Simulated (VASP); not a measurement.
Ba, 1 atom in the cell. The structure is tetragonal, space group I4/mmm (No. 139). The conventional cell has a = 5.000 Å, b = 5.000 Å, c = 4.925 Å, α = 90.00°, β = 90.00°, γ = 90.00°. Within 5.7 Å of Ba (site symmetry 4/mmm) lie 14 Ba at 4.31 to 5.00 Å.  This cell differs from its parent crystal: strain +0.000 along x and y, -0.015 along z.

| Item | Value |
| --- | --- |
| Program | VASP 6.6.1 |
| Task | single point |
| Functional | PBE |
| Potentials or basis | VASP PAW PBE potentials, release 64 (Ba_sv) |
| Cutoff | 520 eV |
| k mesh | 14 × 14 × 14 |
| Occupations | gaussian, width 0.15 eV |
| Spin | no spin polarisation |
| Dipole correction | no |
| Further INCAR settings | ALGO = Fast; EDIFF = 1e-06; NBANDS = 11 |

Potentials or basis: VASP PAW PBE potentials, release 64 (Ba_sv).

Launch:

```sh
$ cat potpaw_PBE.64/Ba_sv/POTCAR > POTCAR
$ mpirun -np 1 vasp_std > vasp.out
```

Hardware: 1 thread of Intel(R) Xeon(R) 6975P-C (Granite Rapids) (shared host).

Problem. Estimate the wall time of this run.

Solution. Wall time 36 s on 1 thread of Intel(R) Xeon(R) 6975P-C (Granite Rapids) (shared host), peak memory 0.29 GiB. Counts: scf iterations 11, k points 244.
